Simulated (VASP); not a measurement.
# Si63Se (a cell with a defect) in VASP: notebook, part 2 of 2

VASP 6.6.1. Earlier steps stand in the parts before.

## (3) Relaxation of the atoms, PBEsol

INCAR reads:

```
SYSTEM = Si63Se
PREC     = Accurate       ! precision mode
ENCUT    = 520            ! plane-wave cutoff, eV
EDIFF    = 1E-7           ! SCF threshold, eV
ISMEAR   = -1             ! smearing method
SIGMA    = 0.05           ! smearing width, eV
LREAL    = Auto         
LASPH    = .TRUE.         ! aspherical terms in the spheres
NELM     = 100            ! most SCF steps
ALGO     = Normal         ! electronic algorithm
ISIF     = 2              ! what is computed and relaxed
LWAVE    = .FALSE.        ! write WAVECAR
LCHARG   = .FALSE.        ! write CHGCAR
GGA      = PS             ! functional
IBRION   = 2              ! ionic algorithm
NSW      = 100            ! ionic steps
EDIFFG   = -0.03          ! ionic threshold
ISYM     = 0            
LUSENCCL = .FALSE.
```

KPOINTS reads:

```
Automatic mesh
0
Gamma
  1 1 1
  0.25 0.25 0.25
```

POSCAR reads:

```
Si63Se
1.0
   10.8655790000      0.0000000000      0.0000000000
    0.0000000000     10.8655790000      0.0000000000
    0.0000000000      0.0000000000     10.8655790000
Si Se
63 1
Direct
    0.0013610000      0.0020600000      0.0007690000
    0.9988770000      0.9976790000      0.4999410000
    0.0003920000      0.5007390000      0.9978170000
    0.0001460000      0.5025080000      0.5036200000
    0.4989950000      0.0026800000      0.9999660000
    0.4988100000      0.0024450000      0.4992340000
    0.5004290000      0.5023400000      0.9987970000
    0.1225080000      0.1254920000      0.1237510000
    0.1246820000      0.1233080000      0.6252790000
    0.1273910000      0.6229170000      0.1279180000
    0.1248300000      0.6250370000      0.6242070000
    0.6229700000      0.1263600000      0.1207580000
    0.6262360000      0.1280570000      0.6247490000
    0.6257210000      0.6249930000      0.1265210000
    0.6239030000      0.6246980000      0.6246050000
    0.2488540000      0.2457410000      0.9983630000
    0.2496830000      0.2524120000      0.4965820000
    0.2503870000      0.7515750000      0.9987800000
    0.2514510000      0.7494960000      0.5001980000
    0.7529760000      0.2490410000      0.0046020000
    0.7460640000      0.2476380000      0.4994550000
    0.7467850000      0.7508610000      0.0020560000
    0.7493350000      0.7486120000      0.4978530000
    0.3748990000      0.3766430000      0.1268220000
    0.3760270000      0.3757830000      0.6283170000
    0.3761710000      0.8737940000      0.1244240000
    0.3774720000      0.8758840000      0.6291550000
    0.8747000000      0.3724970000      0.1243550000
    0.8743340000      0.3730280000      0.6231290000
    0.8777890000      0.8736160000      0.1254260000
    0.8752980000      0.8750500000      0.6226120000
    0.2499800000      0.0008660000      0.2527120000
    0.2516020000      0.0014850000      0.7476980000
    0.2497590000      0.4986980000      0.2483410000
    0.2505540000      0.4981290000      0.7475880000
    0.7500120000      0.0001620000      0.2493190000
    0.7517780000      0.0006470000      0.7502780000
    0.7486590000      0.4987790000      0.2508810000
    0.7499100000      0.5004930000      0.7478640000
    0.3738140000      0.1258910000      0.3789480000
    0.3747220000      0.1258030000      0.8750500000
    0.3711430000      0.6225740000      0.3724950000
    0.3749330000      0.6240840000      0.8740470000
    0.8743550000      0.1255650000      0.3740240000
    0.8758280000      0.1258690000      0.8739760000
    0.8727320000      0.6269360000      0.3731170000
    0.8752500000      0.6250400000      0.8740340000
    0.9968720000      0.2482620000      0.2499300000
    0.9977920000      0.2510760000      0.7535770000
    0.9972040000      0.7498740000      0.2506800000
    0.9969390000      0.7502920000      0.7493840000
    0.5002440000      0.2479100000      0.2508860000
    0.4980090000      0.2496630000      0.7472110000
    0.5021530000      0.7475560000      0.2496400000
    0.4979510000      0.7506450000      0.7512690000
    0.1238830000      0.3761440000      0.3739540000
    0.1278670000      0.3731110000      0.8756020000
    0.1245490000      0.8768890000      0.3768200000
    0.1262350000      0.8734270000      0.8754400000
    0.6226080000      0.3729360000      0.3771180000
    0.6284780000      0.3750560000      0.8723790000
    0.6212400000      0.8723760000      0.3719960000
    0.6277410000      0.8728130000      0.8774330000
    0.5000830000      0.4995640000      0.5022810000
```

Potentials or basis: VASP PAW PBE potentials, release 64 (Si, Se).

Command:

```console
cat potpaw_PBE.64/Si/POTCAR potpaw_PBE.64/Se/POTCAR > POTCAR
mpirun -np 1 vasp_std > vasp.out
```

It took 12 min on 1 × NVIDIA H100 80GB with 1 thread of AMD EPYC 7R13 (Zen 3), shared host; peak memory 2 GiB.

The run converged. Its results:

| Property | Result |
| --- | --- |
| Free energy | -364.7974 eV |
| Energy gained by relaxing | 16.9 meV/atom |
| Ionic steps | 10 |
| Pressure after relaxing | 0.3 GPa |
| Largest force after relaxing | 0.027 eV/Å |
| Band gap on the k mesh | 0.38 eV |

Forces in eV/Å, atoms in the order of the input:
```
Si  -0.009 -0.002  0.000
Si   0.007  0.004  0.002
Si  -0.006 -0.008  0.007
Si   0.006 -0.006 -0.002
Si   0.001  0.001  0.009
Si  -0.004 -0.006  0.002
Si  -0.012  0.000  0.009
Si  -0.009 -0.005 -0.023
Si   0.009 -0.001  0.004
Si   0.001  0.002  0.000
Si   0.002 -0.007 -0.009
Si   0.010 -0.003  0.011
Si  -0.001  0.003 -0.001
Si  -0.009  0.009  0.000
Si  -0.003 -0.015 -0.010
Si  -0.008  0.006  0.004
Si   0.016 -0.006  0.004
Si  -0.008  0.000 -0.010
Si  -0.012 -0.009  0.000
Si  -0.010 -0.006 -0.009
Si  -0.001  0.010 -0.004
Si   0.002  0.007 -0.002
Si   0.006 -0.008  0.004
Si  -0.008  0.002  0.007
Si   0.008 -0.004 -0.014
Si  -0.005 -0.008 -0.003
Si  -0.016 -0.007 -0.002
Si  -0.007 -0.008  0.011
Si  -0.003 -0.001  0.011
Si  -0.007  0.014 -0.008
Si   0.001  0.004  0.020
Si  -0.003  0.012 -0.008
Si  -0.001 -0.008  0.009
Si   0.008  0.008  0.013
Si   0.008  0.003 -0.005
Si   0.008 -0.003  0.008
Si  -0.007  0.010  0.003
Si   0.002  0.011  0.007
Si  -0.012 -0.001  0.009
Si   0.004  0.002 -0.017
Si  -0.003  0.000 -0.005
Si   0.021  0.001  0.010
Si   0.002  0.011  0.004
Si  -0.001  0.013 -0.003
Si   0.006 -0.007  0.003
Si   0.010  0.003  0.001
Si  -0.003  0.001 -0.006
Si   0.010  0.005 -0.012
Si  -0.003 -0.008  0.000
Si  -0.015 -0.003 -0.006
Si   0.011 -0.006  0.004
Si   0.002  0.015  0.006
Si  -0.006  0.008 -0.009
Si   0.006  0.012  0.007
Si  -0.004 -0.006 -0.016
Si   0.022 -0.014  0.000
Si  -0.010 -0.008 -0.002
Si   0.001 -0.009 -0.010
Si  -0.010  0.012  0.021
Si   0.017  0.007  0.000
Si  -0.015 -0.005 -0.001
Si   0.025  0.000  0.010
Si  -0.006 -0.004 -0.020
Se   0.007 -0.003 -0.003
```

Step by step:
| step | energy change (eV) | largest force (eV/Å) | pressure (GPa) |
| --- | --- | --- | --- |
| 1 | 0.0000 | 1.9800 | 0.41 |
| 2 | -0.8695 | 0.7271 | 0.31 |
| 3 | -0.8870 | 0.6064 | 0.32 |
| 4 | -1.0173 | 0.2760 | 0.33 |
| 5 | -1.0436 | 0.1989 | 0.34 |
| 6 | -1.0705 | 0.0780 | 0.34 |
| 7 | -1.0736 | 0.0855 | 0.34 |
| 8 | -1.0787 | 0.0411 | 0.35 |
| 9 | -1.0790 | 0.0453 | 0.35 |
| 10 | -1.0806 | 0.0266 | 0.35 |

Final structure:
```
Si Se
1.0
    10.86558    0.00000    0.00000
     0.00000   10.86558    0.00000
     0.00000    0.00000   10.86558
Si Se
63 1
Direct
  0.00047 0.99984 0.99995
  0.99935 0.00001 0.49977
  0.00010 0.50020 0.99975
  0.99953 0.50064 0.49996
  0.49974 0.99993 0.99971
  0.49984 0.00028 0.49992
  0.50039 0.49960 0.99954
  0.12516 0.12491 0.12566
  0.12420 0.12517 0.62492
  0.12484 0.62528 0.12488
  0.12409 0.62566 0.62560
  0.62477 0.12503 0.12453
  0.62539 0.12393 0.62573
  0.62536 0.62467 0.12446
  0.63433 0.63509 0.63477
  0.24982 0.24935 0.99960
  0.24752 0.24919 0.49816
  0.24977 0.75027 0.00040
  0.24881 0.75146 0.50214
  0.75029 0.24985 0.00042
  0.75110 0.24808 0.50180
  0.75041 0.74949 0.00007
  0.75037 0.75178 0.49760
  0.37488 0.37423 0.12383
  0.36501 0.36542 0.63472
  0.37474 0.87508 0.12493
  0.37515 0.87573 0.62556
  0.87518 0.37489 0.12471
  0.87568 0.37446 0.62484
  0.87539 0.87450 0.12511
  0.87446 0.87484 0.62455
  0.24974 0.99911 0.25032
  0.24965 0.00066 0.74942
  0.24800 0.49742 0.24780
  0.24830 0.50188 0.75157
  0.74947 0.99985 0.24900
  0.75030 0.99914 0.75039
  0.75098 0.50082 0.24875
  0.75162 0.49831 0.75072
  0.37375 0.12442 0.37522
  0.37464 0.12480 0.87472
  0.36422 0.63402 0.36501
  0.37453 0.62515 0.87589
  0.87404 0.12427 0.37441
  0.87501 0.12496 0.87501
  0.87473 0.62532 0.37450
  0.87495 0.62501 0.87481
  0.99883 0.24941 0.24996
  0.00024 0.25012 0.75032
  0.00052 0.74987 0.25037
  0.99900 0.75041 0.74992
  0.49759 0.24788 0.24860
  0.50173 0.24850 0.75141
  0.50097 0.75050 0.24819
  0.49831 0.75163 0.75227
  0.12315 0.37494 0.37434
  0.12513 0.37475 0.87522
  0.12484 0.87489 0.37540
  0.12525 0.87483 0.87427
  0.63362 0.36482 0.36575
  0.62594 0.37454 0.87517
  0.62409 0.87561 0.37379
  0.62562 0.87480 0.87584
  0.49943 0.50012 0.50011
```

Levels at points of the mesh, in eV from the valence-band top:
| k point | band 126 | band 127 | band 128 | band 129 | band 130 | band 131 | band 132 | band 133 |
| --- | --- | --- | --- | --- | --- | --- | --- | --- |
| (0.25, 0.25, 0.25) | -1.19 | -0.75 | -0.75 | 0.00 | 0.38 | 0.39 | 0.60 | 0.79 |

Caveat: the PAW data sets were made with another functional, which shifts forces and pressure a little.

## (4) Relaxation of the atoms, PBEsol, collinear spin

INCAR reads:

```
SYSTEM = Si63Se
ALGO = Normal ; EDIFF = 1E-6
EDIFFG = -0.03 ; ENCUT = 520
GGA = PS ; IBRION = 2
ISIF = 2 ; ISMEAR = -1
ISPIN = 2 ; ISYM = 0
LASPH = .True. ; LCHARG = .False.
LORBIT = 11 ; LREAL = Auto
LUSENCCL = .False. ; LWAVE = .False.
MAGMOM = 0 0 0 0 0 0 0 0 0 0 0 0 0 0 0.2 0 0 0 0 0 0 0 0 0 0.2 0 0 0 0 0 0 0 0 0 0 0 0 0 0 0 0 0.2 0 0 0 0 0 0 0 0 0 0 0 0 0 0 0 0 0 0.2 0 0 0 0.2 ; NELECT = 257.0
NELM = 150 ; NSW = 100
PREC = Accurate ; SIGMA = 0.05
```

KPOINTS is that of step 3.

POSCAR is that of step 3.

Command:

```console
cat potpaw_PBE.64/Si/POTCAR potpaw_PBE.64/Se/POTCAR > POTCAR
mpirun -np 1 vasp_std > vasp.out
```

Wall time 23 min (1 × NVIDIA H100 80GB with 1 thread of AMD EPYC 7R13 (Zen 3), shared host); peak memory 2.5 GiB.

Results (log left out):

* Free energy: -371.0276 eV
* Energy gained by relaxing: 16.3 meV/atom
* Ionic steps: 10
* Largest force after relaxing: 0.026 eV/Å
* Net moment: 0.00 μB per cell
* Valence electrons inside the program's atomic spheres: Si 1.69, 1.65 (each value once); Se 3.81

Forces in eV/Å, atoms in the order of the input:
```
Si  -0.010 -0.001  0.001
Si   0.008  0.003  0.002
Si  -0.004 -0.005  0.005
Si   0.004 -0.003 -0.005
Si   0.000  0.002  0.006
Si  -0.004 -0.005  0.001
Si  -0.011  0.001  0.009
Si  -0.008 -0.003 -0.020
Si   0.009 -0.001  0.003
Si   0.000  0.003  0.002
Si   0.002 -0.011 -0.008
Si   0.010 -0.001  0.011
Si  -0.003  0.001 -0.002
Si  -0.008  0.005 -0.004
Si  -0.003 -0.015 -0.007
Si  -0.008  0.006  0.003
Si   0.015 -0.007  0.002
Si  -0.006  0.001 -0.012
Si  -0.010 -0.011  0.004
Si  -0.010 -0.006 -0.010
Si   0.001  0.011 -0.003
Si   0.003  0.008 -0.002
Si   0.006 -0.006  0.005
Si  -0.006  0.005  0.007
Si   0.007 -0.001 -0.010
Si  -0.007 -0.007 -0.002
Si  -0.014 -0.004 -0.004
Si  -0.009 -0.010  0.014
Si  -0.001 -0.001  0.010
Si  -0.007  0.013 -0.006
Si  -0.001  0.001  0.017
Si  -0.003  0.012 -0.009
Si  -0.003 -0.010  0.007
Si   0.008  0.009  0.010
Si   0.008  0.004 -0.006
Si   0.008 -0.002  0.009
Si  -0.006  0.010  0.003
Si   0.003  0.010  0.002
Si  -0.013 -0.003  0.008
Si   0.005 -0.001 -0.015
Si  -0.004 -0.001 -0.004
Si   0.022  0.001  0.011
Si   0.004  0.009  0.005
Si  -0.001  0.013 -0.004
Si   0.004 -0.007  0.004
Si   0.011  0.001  0.005
Si  -0.004  0.000 -0.006
Si   0.011  0.004 -0.014
Si  -0.004 -0.008  0.001
Si  -0.015 -0.001 -0.005
Si   0.014 -0.006  0.006
Si   0.001  0.014  0.005
Si  -0.006  0.006 -0.010
Si   0.007  0.011  0.007
Si  -0.005 -0.004 -0.016
Si   0.022 -0.012  0.002
Si  -0.009 -0.008 -0.004
Si   0.001 -0.009 -0.010
Si  -0.010  0.009  0.022
Si   0.015  0.007  0.002
Si  -0.016 -0.003  0.000
Si   0.023  0.000  0.012
Si  -0.006 -0.006 -0.019
Se   0.004 -0.002 -0.004
```

Step by step:
| step | energy change (eV) | largest force (eV/Å) | pressure (GPa) |
| --- | --- | --- | --- |
| 1 | 0.0000 | 1.8824 | -0.73 |
| 2 | -0.8455 | 0.6670 | -0.84 |
| 3 | -0.8594 | 0.5647 | -0.83 |
| 4 | -0.9822 | 0.2511 | -0.83 |
| 5 | -1.0054 | 0.1933 | -0.82 |
| 6 | -1.0311 | 0.0833 | -0.81 |
| 7 | -1.0346 | 0.0833 | -0.81 |
| 8 | -1.0396 | 0.0435 | -0.81 |
| 9 | -1.0398 | 0.0450 | -0.80 |
| 10 | -1.0413 | 0.0260 | -0.80 |

Final structure:
```
CELL_PARAMETERS angstrom
10.86558 0.00000 0.00000
0.00000 10.86558 0.00000
0.00000 0.00000 10.86558
ATOMIC_POSITIONS crystal
Si 0.00048 0.99986 0.99996
Si 0.99936 0.00004 0.49976
Si 0.00012 0.50019 0.99975
Si 0.99955 0.50063 0.49997
Si 0.49976 0.99996 0.99972
Si 0.49984 0.00027 0.49991
Si 0.50039 0.49957 0.99954
Si 0.12498 0.12475 0.12548
Si 0.12408 0.12504 0.62534
Si 0.12474 0.62568 0.12475
Si 0.12363 0.62552 0.62544
Si 0.62515 0.12495 0.12444
Si 0.62521 0.12347 0.62558
Si 0.62520 0.62452 0.12400
Si 0.63350 0.63426 0.63391
Si 0.24968 0.24919 0.99984
Si 0.24740 0.24909 0.49763
Si 0.24960 0.75043 0.00016
Si 0.24868 0.75160 0.50270
Si 0.75047 0.24970 0.00019
Si 0.75118 0.24795 0.50238
Si 0.75058 0.74966 0.00030
Si 0.75048 0.75190 0.49704
Si 0.37503 0.37438 0.12341
Si 0.36584 0.36623 0.63388
Si 0.37436 0.87519 0.12479
Si 0.37532 0.87616 0.62542
Si 0.87530 0.37454 0.12457
Si 0.87615 0.37459 0.62467
Si 0.87557 0.87468 0.12494
Si 0.87461 0.87498 0.62494
Si 0.24958 0.99932 0.25015
Si 0.24950 0.00043 0.74958
Si 0.24791 0.49687 0.24770
Si 0.24818 0.50241 0.75166
Si 0.74961 0.99964 0.24884
Si 0.75046 0.99937 0.75054
Si 0.75107 0.50138 0.24867
Si 0.75175 0.49776 0.75080
Si 0.37388 0.12397 0.37539
Si 0.37422 0.12468 0.87481
Si 0.36500 0.63320 0.36584
Si 0.37467 0.62498 0.87635
Si 0.87413 0.12416 0.37402
Si 0.87519 0.12478 0.87517
Si 0.87517 0.62517 0.37466
Si 0.87506 0.62539 0.87492
Si 0.99901 0.24927 0.24981
Si 0.00002 0.24995 0.75049
Si 0.00032 0.75002 0.25022
Si 0.99920 0.75057 0.75007
Si 0.49701 0.24779 0.24854
Si 0.50230 0.24841 0.75153
Si 0.50148 0.75059 0.24807
Si 0.49778 0.75170 0.75239
Si 0.12271 0.37509 0.37447
Si 0.12502 0.37433 0.87536
Si 0.12473 0.87501 0.37502
Si 0.12506 0.87503 0.87446
Si 0.63285 0.36558 0.36653
Si 0.62580 0.37470 0.87561
Si 0.62393 0.87604 0.37391
Si 0.62604 0.87494 0.87595
Se 0.49948 0.50011 0.50008
```

Levels at points of the mesh, in eV from the Fermi level:
Spin up:
```csv
k point,band 126,band 127,band 128,band 129,band 130,band 131
"(0.25, 0.25, 0.25)",-1.15,-0.72,-0.72,0.00,0.41,0.41
```
Spin down:
```
           k point  band 126  band 127  band 128  band 129  band 130  band 131
(0.25, 0.25, 0.25)     -1.15     -0.72     -0.72      0.00      0.41      0.41
```

Caveat: the cell carries a net charge on a neutralising background, which shifts energy and pressure; the cell is charged against a uniform background, so pressure and absolute levels hang on convention; the PAW data sets were made with another functional, which shifts forces and pressure a little.
